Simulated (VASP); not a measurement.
# CaSe (F-43m) in VASP: further runs

Aim: see how the results for CaSe move with the level of theory and the settings. Levels: PBE-based global hybrid with 100 % exact exchange, PBE-based screened hybrid with 30 % exact exchange, PBE-based global hybrid with 40 % exact exchange, HSE06. Tasks: single point.

Everything below comes from runs of VASP 6.6.1. Logs are shortened: lines on timing, memory, paths and dates and some standing lists are left out, and cuts for length are marked.

## Step 1: The cell of the first run

The structure is cubic, space group F-43m (No. 216). Conventional cell: a = 6.559 Å, b = 6.559 Å, c = 6.559 Å, α = 90.00°, β = 90.00°, γ = 90.00°. Within 3.7 Å of Ca (site symmetry -43m) lie 4 Se at 2.84 Å. Se (site symmetry -43m) has 4 Ca at 2.84 Å within 3.7 Å.

## Step 2: Single point, PBE-based global hybrid with 100 % exact exchange

File POSCAR:

```
CaSe
1.0
    0.0000000000      3.2795613712      3.2795613712
    3.2795613712      0.0000000000      3.2795613712
    3.2795613712      3.2795613712      0.0000000000
Ca Se
1 1
Direct
    0.0000000000      0.0000000000      0.0000000000
    0.2500000000      0.2500000000      0.2500000000
```

File INCAR.step1:

```
  PREC = Accurate
  ENCUT = 520
  EDIFF = 1E-5
  ISMEAR = 0
  SIGMA = 0.01
  LREAL = False
  LASPH = True
  NELM = 100
  ALGO = Normal
  ISIF = 2
  LWAVE = True
  LCHARG = False
  GGA = PE
  NBANDS = 15
```

File INCAR.step2:

```
  PREC = Accurate
  ENCUT = 520
  EDIFF = 1E-6
  ISMEAR = 0
  SIGMA = 0.01
  LREAL = False
  LASPH = True
  NELM = 100
  ALGO = Normal
  ISIF = 2
  LWAVE = False
  LCHARG = False
  GGA = PE
  LHFCALC = True
  AEXX = 1.0
  PRECFOCK = Normal
  ISTART = 1
  NBANDS = 15
  ALDAC = 1.0
  AGGAC = 1.0
```

File KPOINTS:

```
regular mesh
0
Gamma
  4 4 4
```

Potentials or basis: VASP PAW PBE potentials, release 64 (Ca_sv, Se).

Command:

```console
$ cat potpaw_PBE.64/Ca_sv/POTCAR potpaw_PBE.64/Se/POTCAR > POTCAR
$ cp INCAR.step1 INCAR
$ mpirun -np 1 vasp_std > vasp.out
$ cp INCAR.step2 INCAR
$ mpirun -np 1 vasp_std > vasp.out
```

OUTCAR:

```text
PREC = Accurate
   ENCUT = 520
   EDIFF = 1E-6
   ISMEAR = 0
   LREAL = False
   LASPH = True
   NELM = 100
   ISIF = 2
   GGA = PE
   LHFCALC = True
   AEXX = 1.0
   PRECFOCK = Normal
   ISTART = 1

 ion  position               nearest neighbor table
   1  0.000  0.000  0.000-   2 2.84   2 2.84   2 2.84   2 2.84
   2  0.250  0.250  0.250-   1 2.84   1 2.84   1 2.84   1 2.84

  LATTYP: Found a face centered cubic cell.
 ALAT       =     6.5591227424

  Lattice vectors:

 A1 = (   0.0000000000,   3.2795613712,   3.2795613712)
 A2 = (   3.2795613712,   0.0000000000,   3.2795613712)
 A3 = (   3.2795613712,   3.2795613712,   0.0000000000)

Analysis of symmetry for initial positions (statically):
=====================================================================
 Subroutine PRICEL returns:
 Original cell was already a primitive cell.

 Routine SETGRP: Setting up the symmetry group for a
 face centered cubic supercell.

 Subroutine GETGRP returns: Found 24 space group operations
 (whereof 24 operations were pure point group operations)
 out of a pool of 48 trial point group operations.

The static configuration has the point symmetry T_d .

Analysis of symmetry for dynamics (positions and initial velocities):
=====================================================================
 Subroutine PRICEL returns:
 Original cell was already a primitive cell.

 Routine SETGRP: Setting up the symmetry group for a
 face centered cubic supercell.

 Subroutine GETGRP returns: Found 24 space group operations
 (whereof 24 operations were pure point group operations)
 out of a pool of 48 trial point group operations.

The dynamic configuration has the point symmetry T_d .

 Subroutine INISYM returns: Found 24 space group operations
 (whereof 24 operations are pure point group operations),
 and found     1 'primitive' translations

----------------------------------------------------------------------------------------

                                     Primitive cell

  volume of cell :      70.5468

  direct lattice vectors                    reciprocal lattice vectors
     0.000000000  3.279561371  3.279561371    -0.152459413  0.152459413  0.152459413
     3.279561371  0.000000000  3.279561371     0.152459413 -0.152459413  0.152459413
     3.279561371  3.279561371  0.000000000     0.152459413  0.152459413 -0.152459413

  length of vectors
     4.638000170  4.638000170  4.638000170     0.264067449  0.264067449  0.264067449

  position of ions in fractional coordinates (direct lattice)
     0.000000000  0.000000000  0.000000000
     0.250000000  0.250000000  0.250000000

  ion indices of the primitive-cell ions
   primitive index   ion index
                 1           1
                 2           2

----------------------------------------------------------------------------------------

 KPOINTS: regular mesh

Automatic generation of k-mesh.
 Grid dimensions read from file:
 generate k-points for:    4    4    4

 Generating k-lattice:

  Cartesian coordinates                     Fractional coordinates (reciprocal lattice)
    -0.038114853  0.038114853  0.038114853     0.250000000  0.000000000  0.000000000
     0.038114853 -0.038114853  0.038114853     0.000000000  0.250000000  0.000000000
     0.038114853  0.038114853 -0.038114853     0.000000000  0.000000000  0.250000000

  Length of vectors
     0.066016862  0.066016862  0.066016862

  Shift w.r.t. Gamma in fractional coordinates (k-lattice)
     0.000000000  0.000000000  0.000000000

 Subroutine IBZKPT returns following result:
 ===========================================

 Found      8 irreducible k-points:

 Following reciprocal coordinates:
            Coordinates               Weight
  0.000000  0.000000  0.000000      1.000000
  0.250000  0.000000  0.000000      8.000000
  0.500000  0.000000  0.000000      4.000000
  0.250000  0.250000  0.000000      6.000000
  0.500000  0.250000  0.000000     24.000000
 -0.250000  0.250000  0.000000     12.000000
  0.500000  0.500000  0.000000      3.000000
 -0.250000  0.500000  0.250000      6.000000
   k-points           NKPTS =      8   k-points in BZ     NKDIM =     64   number of bands    NBANDS=     15
   number of dos      NEDOS =    301   number of ions     NIONS =      2
   total plane-waves  NPLWV =  46656
   dimension x,y,z NGX =    36 NGY =   36 NGZ =   36
   dimension x,y,z NGXF=    72 NGYF=   72 NGZF=   72
   ions per type =               1   1
   NGX,Y,Z   is equivalent  to a cutoff of  12.90, 12.90, 12.90 a.u.
   NGXF,Y,Z  is equivalent  to a cutoff of  25.81, 25.81, 25.81 a.u.
 SYSTEM =  unknown system
   PREC   = accura    normal or accurate (medium, high low for compatibility)
   ISTART =      1    job   : 0-new  1-cont  2-samecut
   ICHARG =      0    charge: 1-file 2-atom 10-const
   ISPIN  =      1    spin polarized calculation?
   LNONCOLLINEAR =      F non collinear calculations
   LSORBIT =      F    spin-orbit coupling
   LASPH  =      T    aspherical Exc in radial PAW
   ENCUT  =  520.0 eV  38.22 Ry    6.18 a.u.   8.62  8.62  8.62*2*pi/ulx,y,z
   NELM   =    100;   NELMIN=  2; NELMDL=  0     # of ELM steps
   EDIFF  = 0.1E-05   stopping-criterion for ELM
   LREAL  =      F    real-space projection
   EDIFFG = 0.1E-04   stopping-criterion for IOM
   NSW    =      0    number of steps for IOM
   IBRION =     -1    ionic relax: 0-MD 1-quasi-New 2-CG
   NFREE  =      0    steps in history (QN), initial steepest desc. (CG)
   ISIF   =      2    stress and relaxation
   ISYM   =      3    0-nonsym 1-usesym 2-fastsym
   POTIM  = 0.5000    time-step for ionic-motion
   TEBEG  =    0.0;   TEEND  =   0.0 temperature during run
   PSTRESS=    0.0 pullay stress
   NELECT =      16.0000    total number of electrons
   NUPDOWN=      -1.0000    fix difference up-down
   EMIN   =  10.00;   EMAX   =-10.00  energy-range for DOS
   EFERMI =   0.00;   METHOD = LEGACY
   ISMEAR =     0;   SIGMA  =   0.01  broadening in eV -4-tet -1-fermi 0-gaus
   EFERMI_NEDOS =   21; number of points for ismear=-14 and -15
   IALGO  =     38    algorithm
   IMIX   =      1    mixing-type and parameters
     AMIX     =   0.40;   BMIX     =  1.00
     AMIX_MAG =   1.60;   BMIX_MAG =  1.00
  volume/ion in A,a.u.               =      35.27       238.04
  Fermi-wavevector in a.u.,A,eV,Ry     =   0.998364  1.886635 13.561354  0.996731
  Thomas-Fermi vector in A             =   2.130583
   LORBIT       =      0    0 simple, 1 ext, 2 COOP (PROOUT), +10 PAW based schemes
   GGA     = PE    functional components
   LHFCALC =     T    Hartree Fock is set to
   PRECFOCK=normal    Normal, Fast or Accurate (Low or Medium for compatibility)
   ENCUT4O =  -1.0   cutoff for four orbital integrals eV
   NKREDX  =     1    reduce k-point grid by
   NKREDY  =     1    reduce k-point grid by
   NKREDZ  =     1    reduce k-point grid by
   AEXX    =    1.0000 exact exchange contribution
   HFSCREEN=    0.0000 screening length (either q_TF or 0.3 A-1)
   HFSCREENC=   0.0000 screening length for correlation (either q_TF or 0.3 A-1)
   ENCUTFOCK=  -1.0 apply spherical cutoff to Coloumb kernel
   IVDW    =     0    specifies the selected vdW correction
   LEPSILON=     F    determine dielectric tensor
   LRPA    =     F    only Hartree local field effects (RPA)
 non-spin polarized calculation
 Gauss-broadening in eV      SIGMA  =   0.01
  energy-cutoff  :      520.00
  volume of cell :       70.55
 maximum number of plane-waves:      1924
 NGX is ok and might be reduce to    36
  NGX = 28; NGY = 28; NGZ = 28

 number of electron      16.0000003 magnetization

 Free energy of the ion-electron system (eV)
  ---------------------------------------------------
  ext. energy  EPLUGINS =         0.00000000
  ---------------------------------------------------
  free energy    TOTEN  =       -16.40968283 eV

  energy without entropy =      -16.40968283  energy(sigma->0) =      -16.40968283

 E-fermi :  -4.5544     XC(G=0):  -1.2925

 val. band max:       -4.6953798810   @ k =  -0.2500   0.2500   0.0000
 cond. band min:       5.2195249344   @ k =   0.0000   0.0000   0.0000
 fundamental gap:      9.9149048154
 Fermi energy:        -4.5544387678

 k-point     1 :       0.0000    0.0000    0.0000
  band No.  band energies     occupation
      1     -55.3333      2.00000
      2     -30.4234      2.00000
      3     -30.4234      2.00000
      4     -30.4234      2.00000
      5     -18.9512      2.00000
      6      -4.7334      2.00000
      7      -4.7334      2.00000
      8      -4.7334      2.00000
      9       5.2195      0.00000
     10       9.7429      0.00000
     11       9.7429      0.00000
     12      11.4700      0.00000
     13      11.4701      0.00000
     14      11.4701      0.00000
     15      12.9394      0.00000

 k-point     2 :       0.2500    0.0000    0.0000
  band No.  band energies     occupation
      1     -55.3318      2.00000
      2     -30.4655      2.00000
      3     -30.4294      2.00000
      4     -30.4294      2.00000
      5     -18.7398      2.00000
      6      -5.6936      2.00000
      7      -4.7162      2.00000
      8      -4.7162      2.00000
      9       6.7763      0.00000
     10       9.1956      0.00000
     11       9.1956      0.00000
     12      10.3635      0.00000
     13      11.3532      0.00000
     14      11.9580      0.00000
     15      11.9580      0.00000
[... 77 lines left out ...]
      3     -30.4515      2.00000
      4     -30.4515      2.00000
      5     -18.3838      2.00000
      6      -6.3938      2.00000
      7      -4.8849      2.00000
      8      -4.8849      2.00000
      9       5.7007      0.00000
     10       8.0278      0.00000
     11      10.9017      0.00000
     12      10.9017      0.00000
     13      11.4484      0.00000
     14      13.2674      0.00000
     15      13.3383      0.00000

 k-point     8 :      -0.2500    0.5000    0.2500
  band No.  band energies     occupation
      1     -55.3295      2.00000
      2     -30.5029      2.00000
      3     -30.4581      2.00000
      4     -30.4517      2.00000
      5     -18.3840      2.00000
      6      -5.7119      2.00000
      7      -5.6870      2.00000
      8      -4.9628      2.00000
      9       6.3002      0.00000
     10       8.4707      0.00000
     11      10.3163      0.00000
     12      10.5125      0.00000
     13      12.1414      0.00000
     14      13.0292      0.00000
     15      13.2046      0.00000

------------------------ aborting loop because EDIFF is reached ----------------------------------------

  FORCE on cell =-STRESS in cart. coord.  units (eV):
  Direction    XX          YY          ZZ          XY          YZ          ZX
  --------------------------------------------------------------------------------------
  -------------------------------------------------------------------------------------
  Total       -0.3356039     -0.3356039     -0.3356039      0.0000000      0.0000000      0.0000000
  in kB       -7.6218484     -7.6218484     -7.6218484      0.0000000      0.0000000      0.0000000
  external PRESSURE =      -7.6218484 kB  Pullay stress =       0.0000000 kB

 VOLUME and BASIS-vectors are now :
 -----------------------------------------------------------------------------
  energy-cutoff  :      520.00
  volume of cell :       70.55
      direct lattice vectors                 reciprocal lattice vectors
     0.000000000  3.279561371  3.279561371    -0.152459413  0.152459413  0.152459413
     3.279561371  0.000000000  3.279561371     0.152459413 -0.152459413  0.152459413
     3.279561371  3.279561371  0.000000000     0.152459413  0.152459413 -0.152459413

 POSITION                                       TOTAL-FORCE (eV/Angst)
 -----------------------------------------------------------------------------------
      0.00000      0.00000      0.00000         0.000000      0.000000      0.000000
      1.63978      1.63978      1.63978        -0.000000     -0.000000     -0.000000
 -----------------------------------------------------------------------------------
    total drift:                                0.000004      0.000001      0.000000

  FREE ENERGIE OF THE ION-ELECTRON SYSTEM (eV)
  ---------------------------------------------------
  free  energy   TOTEN  =       -16.4096828338 eV

  energy  without entropy=      -16.4096828338  energy(sigma->0) =      -16.40968283
```

Run time: 15 min. Hardware: 1 thread of Intel Xeon Platinum 8259CL at 2.50GHz (Skylake/Cascade Lake), shared host; peak memory 0.21 GiB.

What came out:

* Free energy: -16.4097 eV
* Pressure: -0.8 GPa
* Band gap on the k mesh: 9.91 eV (least direct gap 9.95 eV)

Caveat: the PAW data sets were made with another functional, which shifts forces and pressure a little. A k mesh can miss the band edges.

## Step 3: Single point, PBE-based screened hybrid with 30 % exact exchange

POSCAR is that of step 2.

File INCAR.step1:

```
SYSTEM = CaSe
PREC = Accurate
ENCUT = 520
EDIFF = 1E-5
ISMEAR = 0
SIGMA = 0.01
LREAL = .False.
LASPH = .True.
NELM = 60
ALGO = Normal
ISIF = 2
LWAVE = .True.
LCHARG = .False.
NBANDS = 15
GGA = PE
```

File INCAR.step2:

```
SYSTEM = CaSe
PREC = Accurate
ENCUT = 520
EDIFF = 1E-6
ISMEAR = 0
SIGMA = 0.01
LREAL = .False.
LASPH = .True.
NELM = 60
ALGO = Normal
ISIF = 2
LWAVE = .False.
LCHARG = .False.
GGA = PE
LHFCALC = .True.
AEXX = 0.3
HFSCREEN = 0.2078
PRECFOCK = Normal
NBANDS = 15
ISTART = 1
```

File KPOINTS:

```
regular mesh
0
Gamma
  4 4 4
  0 0 0
```

Potentials or basis: VASP PAW PBE potentials, release 64 (Ca_sv, Se).

Command:

```console
$ cat potpaw_PBE.64/Ca_sv/POTCAR potpaw_PBE.64/Se/POTCAR > POTCAR
$ cp INCAR.step1 INCAR
$ mpirun -np 1 vasp_std > vasp.out
$ cp INCAR.step2 INCAR
$ mpirun -np 1 vasp_std > vasp.out
```

It took 11 min on 1 thread of Intel Xeon Platinum 8259CL at 2.50GHz (Skylake/Cascade Lake), shared host; peak memory 0.31 GiB.

It converged, with:

| Item | Value |
| --- | --- |
| Free energy | -10.3785 eV |
| Pressure | 0.3 GPa |
| Band gap on the k mesh | 4.28 eV (least direct gap 4.36 eV) |

Levels at points of the mesh, in eV from the valence-band top:
| k point | band 4 | band 5 | band 6 | band 7 | band 8 | band 9 | band 10 | band 11 | band 12 | band 13 |
| --- | --- | --- | --- | --- | --- | --- | --- | --- | --- | --- |
| (0.00, 0.00, 0.00) | -21.89 | -11.50 | -0.08 | -0.08 | -0.08 | 4.28 | 7.15 | 7.15 | 9.27 | 9.27 |
| (0.50, 0.00, 0.00) | -21.90 | -11.19 | -1.37 | -0.01 | -0.01 | 6.44 | 7.16 | 7.16 | 7.21 | 8.19 |
| (0.50, 0.50, 0.00) | -21.91 | -11.09 | -1.38 | -0.08 | -0.08 | 4.70 | 6.41 | 7.98 | 7.98 | 8.14 |

Caveat: the PAW data sets were made with another functional, which shifts forces and pressure a little. A k mesh can miss the band edges.

(Part 1 of 2 ends here.)
